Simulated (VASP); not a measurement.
Fe, 2 atoms in the cell. Symmetry: Pm-3m, No. 221, cubic system. The conventional cell has a = 2.434 Å, b = 2.434 Å, c = 2.434 Å, α = 90.00°, β = 90.00°, γ = 90.00°. Fe (site symmetry m-3m) has 6 Fe at 2.43 Å within 3.2 Å. 

```yaml
Program: VASP 6.6.1
Task: single point
Functional: r2SCAN
Potentials_or_basis: VASP PAW PBE potentials, release 64 (Fe)
Cutoff: 520 eV
k_mesh: 18 × 18 × 18
Occupations: fermi-dirac, width 0.05 eV
Spin: collinear spin, antiferromagnetic start
Starting_moments: "[2.735, -2.735] μB"
Dipole_correction: no
Further_INCAR_settings: ALGO = Normal; EDIFF = 1e-07; NBANDS = 19
```

Potentials or basis: VASP PAW PBE potentials, release 64 (Fe).

Run with:

```bash
$ cat potpaw_PBE.64/Fe/POTCAR > POTCAR
$ cp INCAR.step1 INCAR
$ mpirun -np 1 vasp_std > vasp.out
$ cp INCAR.step2 INCAR
$ mpirun -np 1 vasp_std > vasp.out
```

Hardware: 1 thread of Intel Xeon 6975P-C (shared host).

Question: How long does it take, and how much memory?

Answer: Wall time 16 min on 1 thread of Intel Xeon 6975P-C, on a shared host, peak memory 0.3 GiB. Counts: k points 195.
